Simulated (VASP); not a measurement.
# Al3Cu2 (Cm) in VASP: notebook

Runs on Al3Cu2. Level: PBEsol. Tasks: single point.

Program: VASP 6.6.1. These are calculated values, not measurements. Logs are shortened: lines on timing, memory, paths and dates and some standing lists are left out, and cuts for length are marked.

### 1 The cell of the first run

The structure is monoclinic, space group Cm (No. 8). The conventional cell has a = 7.099 Å, b = 4.099 Å, c = 4.982 Å, α = 90.00°, β = 90.00°, γ = 90.00°. Al (site symmetry m) has 6 Cu at 2.49 Å and 6 Al at 2.88 to 2.98 Å within 3.3 Å. Al (site symmetry m) has 5 Cu at 2.45 to 2.63 Å and 6 Al at 2.76 to 2.98 Å within 3.2 Å. Al (site symmetry m) has 5 Cu at 2.45 to 2.56 Å and 6 Al at 2.76 to 2.94 Å within 3.2 Å. Within 3.2 Å of Cu (site symmetry m) lie 8 Al at 2.45 to 2.56 Å and 3 Cu at 2.84 Å. Cu (site symmetry m) has 8 Al at 2.45 to 2.63 Å and 3 Cu at 2.84 Å within 3.2 Å.

### 2 Single point, PBEsol (atom 2 (Al) moved -0.080 Å along Cartesian [0 1 0])

Input file INCAR:

```
SYSTEM = Al3Cu2
PREC = Accurate ; ENCUT = 520
EDIFF = 1E-6 ; ISMEAR = 0
SIGMA = 0.15 ; LREAL = .False.
LASPH = .True. ; NELM = 60
ALGO = Fast ; ISIF = 2
LWAVE = .False. ; LCHARG = .True.
GGA = PS ; LELF = .True.
LVHAR = .True. ; NBANDS = 24
```

Input file KPOINTS:

```
regular mesh
0
Gamma
  12 12 10
  0 0 0
```

Input file POSCAR:

```
Al3Cu2
1.0
    4.0985856014      0.0000000000      0.0000000000
   -2.0492928007      3.5494792504      0.0000000000
    0.0000000000      0.0000000000      4.9821008425
Al Cu
3 2
Direct
    0.0000000000      0.0000000000      0.0000000000
    0.3220640746      0.6441281492      0.3515059809
    0.6666666667      0.3333333333      0.6484940191
    0.3333333333      0.6666666667      0.8422899817
    0.6666666667      0.3333333333      0.1577100183
```

Potentials or basis: VASP PAW PBE potentials, release 64 (Al, Cu).

The run is started by

```bash
> cat potpaw_PBE.64/Al/POTCAR potpaw_PBE.64/Cu/POTCAR > POTCAR
> mpirun -np 1 vasp_std > vasp.out
```

OUTCAR:

```text
SYSTEM = Al3Cu2
   PREC = Accurate
   ENCUT = 520
   EDIFF = 1E-6
   ISMEAR = 0
   LREAL = .False.
   LASPH = .True.
   NELM = 60
   ISIF = 2
   GGA = PS

 ion  position               nearest neighbor table
   1  0.000  0.000  0.000-   4 2.49   5 2.49   5 2.49   4 2.49   5 2.49   4 2.49   2 2.88   3 2.94
                             3 2.94   3 2.94   2 2.98   2 2.98
   2  0.322  0.644  0.352-   4 2.45   5 2.52   5 2.52   4 2.54   5 2.63   3 2.76   3 2.76   3 2.86
                             1 2.88   1 2.98   1 2.98
   3  0.667  0.333  0.648-   5 2.45   5 2.54   4 2.56   4 2.56   4 2.56   2 2.76   2 2.76   2 2.86
                             1 2.94   1 2.94   1 2.94
   4  0.333  0.667  0.842-   2 2.45   1 2.49   1 2.49   1 2.49   2 2.54   3 2.56   3 2.56   3 2.56

   5  0.667  0.333  0.158-   3 2.45   1 2.49   1 2.49   1 2.49   2 2.52   2 2.52   3 2.54   2 2.63

  LATTYP: Found a hexagonal cell.
 ALAT       =     4.0985856014
 C/A-ratio  =     1.2155658871

  Lattice vectors:

 A1 = (   4.0985856014,   0.0000000000,   0.0000000000)
 A2 = (  -2.0492928007,   3.5494792504,   0.0000000000)
 A3 = (   0.0000000000,   0.0000000000,   4.9821008425)

Analysis of symmetry for initial positions (statically):
=====================================================================
 Subroutine PRICEL returns:
 Original cell was already a primitive cell.

 Routine SETGRP: Setting up the symmetry group for a
 hexagonal supercell.

 Subroutine GETGRP returns: Found  2 space group operations
 (whereof  2 operations were pure point group operations)
 out of a pool of 24 trial point group operations.

The static configuration has the point symmetry C_1h.

Analysis of symmetry for dynamics (positions and initial velocities):
=====================================================================
 Subroutine PRICEL returns:
 Original cell was already a primitive cell.

 Routine SETGRP: Setting up the symmetry group for a
 hexagonal supercell.

 Subroutine GETGRP returns: Found  2 space group operations
 (whereof  2 operations were pure point group operations)
 out of a pool of 24 trial point group operations.

The dynamic configuration has the point symmetry C_1h.

 Subroutine INISYM returns: Found  2 space group operations
 (whereof  2 operations are pure point group operations),
 and found     1 'primitive' translations

----------------------------------------------------------------------------------------

                                     Primitive cell

  volume of cell :      72.4788

  direct lattice vectors                    reciprocal lattice vectors
     4.098585601  0.000000000  0.000000000     0.243986608  0.140865734  0.000000000
    -2.049292801  3.549479250  0.000000000     0.000000000  0.281731468  0.000000000
     0.000000000  0.000000000  4.982100843     0.000000000  0.000000000  0.200718539

  length of vectors
     4.098585601  4.098585601  4.982100843     0.281731468  0.281731468  0.200718539

  position of ions in fractional coordinates (direct lattice)
     0.000000000  0.000000000  0.000000000
     0.322064075  0.644128149  0.351505981
     0.666666667  0.333333333  0.648494019
     0.333333333  0.666666667  0.842289982
     0.666666667  0.333333333  0.157710018

  ion indices of the primitive-cell ions
   primitive index   ion index
                 1           1
                 2           2
                 3           3
                 4           4
                 5           5

----------------------------------------------------------------------------------------

 KPOINTS: regular mesh

Automatic generation of k-mesh.
 Grid dimensions read from file:
 generate k-points for:   12   12   10

 Generating k-lattice:

  Cartesian coordinates                     Fractional coordinates (reciprocal lattice)
     0.020332217  0.011738811  0.000000000     0.083333333  0.000000000  0.000000000
     0.000000000  0.023477622  0.000000000     0.000000000  0.083333333  0.000000000
     0.000000000  0.000000000  0.020071854     0.000000000  0.000000000  0.100000000

  Length of vectors
     0.023477622  0.023477622  0.020071854

  Shift w.r.t. Gamma in fractional coordinates (k-lattice)
     0.000000000  0.000000000  0.000000000

 Subroutine IBZKPT returns following result:
 ===========================================

 Found    398 irreducible k-points:

 Following reciprocal coordinates:
            Coordinates               Weight
  0.000000  0.000000  0.000000      1.000000
  0.083333 -0.000000  0.000000      4.000000
  0.000000  0.083333  0.000000      2.000000
  0.166667  0.000000  0.000000      4.000000
  0.000000  0.166667  0.000000      2.000000
  0.250000  0.000000  0.000000      4.000000
[... 16 lines left out ...]
 -0.083333  0.416667  0.000000      4.000000
 -0.416667  0.333333  0.000000      4.000000
 [... further k-points ...]
   k-points           NKPTS =    398   k-points in BZ     NKDIM =    398   number of bands    NBANDS=     24
   number of dos      NEDOS =    301   number of ions     NIONS =      5
   total plane-waves  NPLWV =  36000
   dimension x,y,z NGX =    30 NGY =   30 NGZ =   40
   dimension x,y,z NGXF=    60 NGYF=   60 NGZF=   80
   ions per type =               3   2
   NGX,Y,Z   is equivalent  to a cutoff of  12.17, 12.17, 13.35 a.u.
   NGXF,Y,Z  is equivalent  to a cutoff of  24.34, 24.34, 26.69 a.u.
 SYSTEM =  Al3Cu2
   PREC   = accura    normal or accurate (medium, high low for compatibility)
   ISTART =      0    job   : 0-new  1-cont  2-samecut
   ICHARG =      2    charge: 1-file 2-atom 10-const
   ISPIN  =      1    spin polarized calculation?
   LNONCOLLINEAR =      F non collinear calculations
   LSORBIT =      F    spin-orbit coupling
   LASPH  =      T    aspherical Exc in radial PAW
   ENCUT  =  520.0 eV  38.22 Ry    6.18 a.u.   7.62  7.62  9.26*2*pi/ulx,y,z
   NELM   =     60;   NELMIN=  2; NELMDL= -5     # of ELM steps
   EDIFF  = 0.1E-05   stopping-criterion for ELM
   LREAL  =      F    real-space projection
   EDIFFG = 0.1E-04   stopping-criterion for IOM
   NSW    =      0    number of steps for IOM
   IBRION =     -1    ionic relax: 0-MD 1-quasi-New 2-CG
   NFREE  =      0    steps in history (QN), initial steepest desc. (CG)
   ISIF   =      2    stress and relaxation
   ISYM   =      2    0-nonsym 1-usesym 2-fastsym
   POTIM  = 0.5000    time-step for ionic-motion
   TEBEG  =    0.0;   TEEND  =   0.0 temperature during run
   PSTRESS=    0.0 pullay stress
   NELECT =      31.0000    total number of electrons
   NUPDOWN=      -1.0000    fix difference up-down
   EMIN   =  10.00;   EMAX   =-10.00  energy-range for DOS
   EFERMI =   0.00;   METHOD = LEGACY
   ISMEAR =     0;   SIGMA  =   0.15  broadening in eV -4-tet -1-fermi 0-gaus
   EFERMI_NEDOS =   21; number of points for ismear=-14 and -15
   IALGO  =     68    algorithm
   IMIX   =      4    mixing-type and parameters
     AMIX     =   0.40;   BMIX     =  1.00
     AMIX_MAG =   1.60;   BMIX_MAG =  1.00
  volume/ion in A,a.u.               =      14.50        97.82
  Fermi-wavevector in a.u.,A,eV,Ry     =   1.233460  2.330901 20.700218  1.521423
  Thomas-Fermi vector in A             =   2.368189
   LORBIT       =      0    0 simple, 1 ext, 2 COOP (PROOUT), +10 PAW based schemes
   GGA     = PS    functional components
   LHFCALC =     F    Hartree Fock is set to
   AEXX    =    0.0000 exact exchange contribution
   IVDW    =     0    specifies the selected vdW correction
   LEPSILON=     F    determine dielectric tensor
   LRPA    =     F    only Hartree local field effects (RPA)
 non-spin polarized calculation
 RMM-DIIS sequential band-by-band and
 Gauss-broadening in eV      SIGMA  =   0.15
  energy-cutoff  :      520.00
  volume of cell :       72.48
 maximum number of plane-waves:      1986
   NGX = 15   NGY = 15   NGZ = 19

 number of electron      30.9999980 magnetization

 Free energy of the ion-electron system (eV)
  ---------------------------------------------------
  ext. energy  EPLUGINS =         0.00000000
  ---------------------------------------------------
  free energy    TOTEN  =       -21.70819583 eV

  energy without entropy =      -21.69376448  energy(sigma->0) =      -21.70098015

 E-fermi :   8.2911     XC(G=0): -11.0667

 val. band max:        8.2908109094   @ k =  -0.0833   0.3333   0.3000
 cond. band min:       8.2957381989   @ k =   0.3333   0.0833   0.0000
 fundamental gap:      0.0049272894
 Fermi energy:         8.2911497951

 k-point     1 :       0.0000    0.0000    0.0000
  band No.  band energies     occupation
      1      -2.9640      2.00000
      2       1.8776      2.00000
      3       2.3955      2.00000
      4       2.9390      2.00000
      5       2.9464      2.00000
      6       3.3005      2.00000
[... 16 lines left out ...]
     23      14.0750      0.00000
     24      14.1585      0.00000

 k-point     2 :       0.0833   -0.0000    0.0000
  band No.  band energies     occupation
      1      -2.8814      2.00000
      2       1.9191      2.00000
      3       2.3896      2.00000
      4       2.9606      2.00000
      5       2.9700      2.00000
      6       3.2829      2.00000
[... 16 lines left out ...]
     23      13.8348      0.00000
     24      13.9264      0.00000

 k-point     3 :       0.0000    0.0833    0.0000
  band No.  band energies     occupation
      1      -2.8818      2.00000
      2       1.9188      2.00000
      3       2.3888      2.00000
      4       2.9558      2.00000
      5       2.9715      2.00000
      6       3.2847      2.00000
[... 16 lines left out ...]
     23      13.8284      0.00000
     24      13.8368      0.00000

 k-point     4 :       0.1667    0.0000    0.0000
  band No.  band energies     occupation
      1      -2.6348      2.00000
      2       2.0267      2.00000
      3       2.3529      2.00000
      4       3.0100      2.00000
      5       3.0417      2.00000
      6       3.2335      2.00000
[... 16 lines left out ...]
     23      13.5102      0.00000
     24      13.8920      0.00000

 k-point     5 :       0.0000    0.1667    0.0000
  band No.  band energies     occupation
      1      -2.6367      2.00000
      2       2.0263      2.00000
      3       2.3476      2.00000
      4       2.9924      2.00000
      5       3.0442      2.00000
      6       3.2454      2.00000
[... 16 lines left out ...]
     23      13.5028      0.00000
     24      13.7366      0.00000

 k-point     6 :       0.2500    0.0000    0.0000
  band No.  band energies     occupation
      1      -2.2279      2.00000
      2       2.1142      2.00000
      3       2.2294      2.00000
      4       2.9773      2.00000
      5       3.1505      2.00000
      6       3.2322      2.00000
[... 16 lines left out ...]
     23      13.5580      0.00000
     24      13.9548      0.00000
[... 379 lines left out ...]
 k-point    21 :      -0.3333    0.2500    0.0000
  band No.  band energies     occupation
      1      -1.9051      2.00000
      2       1.9850      2.00000
      3       2.2030      2.00000
      4       2.9381      2.00000
      5       3.1985      2.00000
      6       3.2849      2.00000
[... 16 lines left out ...]
     23      14.3238      0.00000
     24      15.3983      0.00000

 k-point    22 :       0.3333    0.0833    0.0000
  band No.  band energies     occupation
      1      -1.2800      2.00000
      2       1.3083      2.00000
      3       2.1882      2.00000
      4       2.9591      2.00000
      5       3.2437      2.00000
      6       3.3294      2.00000
[... 16 lines left out ...]
     23      14.4419      0.00000
     24      16.7228      0.00000

 k-point    23 :      -0.0833    0.4167    0.0000
  band No.  band energies     occupation
      1      -1.2940      2.00000
      2       1.3209      2.00000
      3       2.1769      2.00000
      4       2.9498      2.00000
      5       3.2676      2.00000
      6       3.3327      2.00000
[... 16 lines left out ...]
     23      14.4081      0.00000
     24      16.7364      0.00000

 k-point    24 :      -0.4167    0.3333    0.0000
  band No.  band energies     occupation
      1      -1.2759      2.00000
      2       1.3031      2.00000
      3       2.1841      2.00000
      4       2.9608      2.00000
      5       3.2685      2.00000
      6       3.3289      2.00000
[... 16 lines left out ...]
     23      14.3531      0.00000
     24      16.7024      0.00000

 [... further k-points ...]

------------------------ aborting loop because EDIFF is reached ----------------------------------------

  FORCE on cell =-STRESS in cart. coord.  units (eV):
  Direction    XX          YY          ZZ          XY          YZ          ZX
  --------------------------------------------------------------------------------------
  -------------------------------------------------------------------------------------
  Total       -0.2086049     -0.7775042     -0.3831057      0.0000000      0.0604906      0.0000000
  in kB       -4.6113056    -17.1870828     -8.4687243      0.0000000      1.3371727      0.0000000
  external PRESSURE =     -10.0890376 kB  Pullay stress =       0.0000000 kB

 VOLUME and BASIS-vectors are now :
 -----------------------------------------------------------------------------
  energy-cutoff  :      520.00
  volume of cell :       72.48
      direct lattice vectors                 reciprocal lattice vectors
     4.098585601  0.000000000  0.000000000     0.243986608  0.140865734  0.000000000
    -2.049292801  3.549479250  0.000000000     0.000000000  0.281731468  0.000000000
     0.000000000  0.000000000  4.982100843     0.000000000  0.000000000  0.200718539

 POSITION                                       TOTAL-FORCE (eV/Angst)
 -----------------------------------------------------------------------------------
      0.00000      0.00000      0.00000         0.000000     -0.077805     -0.008481
      0.00000      2.28632      1.75124        -0.000000      0.354595      0.011999
      2.04929      1.18316      3.23086        -0.000000     -0.126367      0.013142
     -0.00000      2.36632      4.19637         0.000000      0.035261     -0.001187
      2.04929      1.18316      0.78573         0.000000     -0.185685     -0.015474
 -----------------------------------------------------------------------------------
    total drift:                                0.000001      0.000490      0.000457

  FREE ENERGIE OF THE ION-ELECTRON SYSTEM (eV)
  ---------------------------------------------------
  free  energy   TOTEN  =       -21.7081958270 eV

  energy  without entropy=      -21.6937644790  energy(sigma->0) =      -21.70098015
```

It took 8.9 min on 1 thread of Intel Xeon Platinum 8488C (Sapphire Rapids), shared host; peak memory 0.64 GiB.

What came out:

* Free energy: -21.7082 eV
* Pressure: -1.0 GPa
* Largest force: 0.355 eV/Å

Forces in eV/Å, atoms in the order of the input:
```
Al   0.000 -0.078 -0.008
Al   0.000  0.355  0.012
Al   0.000 -0.126  0.013
Cu   0.000  0.035 -0.001
Cu   0.000 -0.186 -0.015
```

Levels at points of the mesh, in eV from the Fermi level:
```csv
k point,band 13,band 14,band 15,band 16,band 17,band 18,band 19,band 20
"(0.00, 0.00, 0.00)",-3.61,-0.26,-0.09,1.30,1.40,2.51,2.87,5.32
"(0.50, 0.00, 0.00)",-3.03,-2.96,-2.56,-0.72,-0.07,0.38,3.07,3.81
"(0.00, 0.50, 0.00)",-3.05,-2.96,-2.55,-0.73,-0.06,0.40,3.07,3.75
"(0.00, 0.00, 0.50)",1.10,1.27,1.30,1.42,1.83,2.40,2.45,2.51
"(0.50, 0.00, 0.50)",-4.12,-3.50,-1.74,-0.14,0.76,0.97,5.14,5.34
"(0.00, 0.50, 0.50)",-4.07,-3.49,-1.75,-0.18,0.73,0.94,5.12,5.39
```

Caveat: the cell differs from its parent crystal (atom 2 (Al) moved -0.080 Å along Cartesian [0 1 0]); the PAW data sets were made with another functional, which shifts forces and pressure a little.

### 3 Single point, PBEsol (atom 2 (Al) moved +0.060 Å along Cartesian [0 1 0])

Input file INCAR:

```
SYSTEM = Al3Cu2
  PREC = Accurate
  ENCUT = 520
  EDIFF = 1E-7
  ISMEAR = 0
  SIGMA = 0.15
  LREAL = .FALSE.
  LASPH = .TRUE.
  NELM = 100
  ALGO = Fast
  ISIF = 2
  LWAVE = .FALSE.
  LCHARG = .FALSE.
  GGA = PS
  NBANDS = 24
```

Input file KPOINTS:

```
Automatic mesh
0
G
  12 12 10
  0 0 0
```

Edit POSCAR of step 2 so:

```diff
@@ -9,3 +9,3 @@
     0.0000000000      0.0000000000      0.0000000000
-    0.3220640746      0.6441281492      0.3515059809
+    0.3417852774      0.6835705547      0.3515059809
     0.6666666667      0.3333333333      0.6484940191
```

Potentials or basis: VASP PAW PBE potentials, release 64 (Al, Cu).

The run is started by

```bash
> cat potpaw_PBE.64/Al/POTCAR potpaw_PBE.64/Cu/POTCAR > POTCAR
> mpirun -np 1 vasp_std > vasp.out
```

Run time: 12 min. Hardware: 1 thread of Intel Xeon Platinum 8488C (Sapphire Rapids), shared host; peak memory 0.64 GiB.

It converged, with:

```
Free energy   : -21.7137 eV
Pressure      : 0.4 GPa
Largest force : 0.308 eV/Å
```

Forces on the atoms (eV/Å):
```
Al   0.000  0.051 -0.004
Al   0.000 -0.308  0.007
Al   0.000  0.114  0.008
Cu   0.000 -0.026  0.003
Cu   0.000  0.169 -0.014
```

Stress tensor (GPa, compression positive):
```
-0.26  0.00  0.00
 0.00  0.85 -0.08
 0.00 -0.08  0.56
```

Levels at points of the mesh, in eV from the Fermi level:
| k point | band 13 | band 14 | band 15 | band 16 | band 17 | band 18 | band 19 | band 20 |
| --- | --- | --- | --- | --- | --- | --- | --- | --- |
| (0.00, 0.00, 0.00) | -3.62 | -0.24 | -0.12 | 1.31 | 1.39 | 2.51 | 2.88 | 5.32 |
| (0.50, 0.00, 0.00) | -3.05 | -2.96 | -2.55 | -0.73 | -0.06 | 0.39 | 3.07 | 3.78 |
| (0.00, 0.50, 0.00) | -3.03 | -2.96 | -2.56 | -0.73 | -0.07 | 0.38 | 3.06 | 3.82 |
| (0.00, 0.00, 0.50) | 1.13 | 1.26 | 1.30 | 1.40 | 1.83 | 2.41 | 2.44 | 2.50 |
| (0.50, 0.00, 0.50) | -4.10 | -3.50 | -1.75 | -0.16 | 0.74 | 0.95 | 5.14 | 5.38 |
| (0.00, 0.50, 0.50) | -4.13 | -3.51 | -1.74 | -0.14 | 0.76 | 0.97 | 5.14 | 5.35 |

Caveat: the cell differs from its parent crystal (atom 2 (Al) moved +0.060 Å along Cartesian [0 1 0]); the PAW data sets were made with another functional, which shifts forces and pressure a little.
